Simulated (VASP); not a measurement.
Here is a VASP 6.6.1 calculation.

INCAR

```
SYSTEM = K2GaCl6
ALGO = Normal
EDIFF = 1E-6
EDIFFG = -0.03
ENCUT = 600
GGA = PS
IBRION = 2
ISIF = 3
ISMEAR = -1
LASPH = .True.
LCHARG = .False.
LREAL = .False.
LWAVE = .False.
NELM = 100
NSW = 80
PREC = Accurate
SIGMA = 0.1
```

KPOINTS

```
k-points
0
Gamma
  3 3 3
  0 0 0
```

POSCAR

```
K2GaCl6
1.0
    0.0348343900      5.1314360500      5.1732066200
    4.8212496000      0.0040946800      5.2039463400
    4.8446718700      5.1855990300     -0.0193285800
K Ga Cl
2 1 6
Direct
    0.2714390000      0.2345320000      0.2538880000
    0.7318810000      0.7599860000      0.7336400000
    0.9930470000      0.9871830000      0.9990110000
    0.7368500000      0.2510500000      0.2430980000
    0.2469360000      0.7434850000      0.2382420000
    0.2808210000      0.7336290000      0.7648150000
    0.7885200000      0.2199530000      0.7692500000
    0.2225410000      0.2511960000      0.7794630000
    0.7429340000      0.7578930000      0.2499780000
```

Potentials or basis: VASP PAW PBE potentials, release 64 (K_sv, Ga_d, Cl).

Launch:

```bash
$ cat potpaw_PBE.64/K_sv/POTCAR potpaw_PBE.64/Ga_d/POTCAR potpaw_PBE.64/Cl/POTCAR > POTCAR
$ mpirun -np 1 vasp_std > vasp.out
```

**Question.** Predict the relaxed volume.

**Answer.** 25.12 Å³/atom.

**Question.** Predict the space group after relaxing (to 0.1 Å).

**Answer.** P-1 (No. 2).

**Question.** What does it give for the relaxed cell?

**Answer.** a = 6.886 Å, b = 6.762 Å, c = 6.853 Å, α = 60.57°, β = 60.00°, γ = 59.68°.

**Question.** Estimate the band gap on the k mesh.

**Answer.** Zero (an odd number of electrons rules out a gap without spin polarisation).

Final structure:
```
CELL_PARAMETERS angstrom
-0.01589 4.87370 4.86444
4.74176 0.02595 4.82133
4.80487 4.88627 -0.02908
ATOMIC_POSITIONS crystal
K 0.25160 0.24034 0.25529
K 0.75214 0.74453 0.75381
Ga 0.00165 0.99329 0.00295
Cl 0.74907 0.24139 0.24541
Cl 0.23620 0.75508 0.25103
Cl 0.25438 0.74617 0.76044
Cl 0.76660 0.23246 0.75605
Cl 0.23986 0.23770 0.76778
Cl 0.76346 0.74793 0.23862
```

Caveat: the k points lie up to 0.38 Å⁻¹ apart in the final cell, too coarse for converged energies and pressures of a metal; the PAW data sets were made with another functional, which shifts forces and pressure a little; an odd number of electrons without spin polarisation forces a metal; a magnetic or distorted state may lie lower.
